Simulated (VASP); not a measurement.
Here is a VASP 6.6.1 calculation.

File POSCAR:

```
HfO2
1.0
    0.0377455698      2.5416360659      2.5416360659
    2.5416360659      0.0377455698      2.5416360659
    2.5416360659      2.5416360659      0.0377455698
Hf O
1 2
Direct
    0.0000000000      0.0000000000      0.0000000000
    0.2489845288      0.2489845288      0.2489845288
    0.7510154712      0.7510154712      0.7510154712
```

File INCAR.step1:

```
SYSTEM = HfO2
PREC = Accurate ; ENCUT = 520
EDIFF = 1E-5 ; ISMEAR = 0
SIGMA = 0.01 ; LREAL = .False.
LASPH = .True. ; NELM = 100
ALGO = Normal ; ISIF = 2
LWAVE = .True. ; GGA = PE
NBANDS = 18 ; KPAR = 4
```

INCAR.step2

```
SYSTEM = HfO2
PREC = Accurate ; ENCUT = 520
EDIFF = 1E-7 ; ISMEAR = 0
SIGMA = 0.01 ; LREAL = .False.
LASPH = .True. ; NELM = 100
ALGO = Normal ; ISIF = 2
LWAVE = .False. ; LCHARG = .True.
GGA = PE ; LHFCALC = .True.
HFSCREEN = 0.2079 ; PRECFOCK = Normal
LVHAR = .True. ; ISTART = 1
NBANDS = 18 ; KPAR = 4
```

The input KPOINTS:

```
regular mesh
0
Gamma
  6 6 6
  0 0 0
```

Potentials or basis: VASP PAW PBE potentials, release 64 (Hf_pv, O).

Run with:

```bash
$ cat potpaw_PBE.64/Hf_pv/POTCAR potpaw_PBE.64/O/POTCAR > POTCAR
$ cp INCAR.step1 INCAR
$ mpirun -np 4 vasp_std > vasp.out
$ cp INCAR.step2 INCAR
$ mpirun -np 4 vasp_std > vasp.out
```

(1) Predict the band gap on the k mesh.

(2) What does it give for the pressure?

(3) Predict the largest force.

## Answers

(1) 5.39 eV.

(2) -3.2 GPa.

(3) 0.024 eV/Å.

Caveat: the cell differs from its parent crystal (epitaxial 111 strain -1.0%); the cell stands under tension; the PAW data sets were made with another functional, which shifts forces and pressure a little; spin-orbit coupling is left out, which moves the levels of the heavy elements.
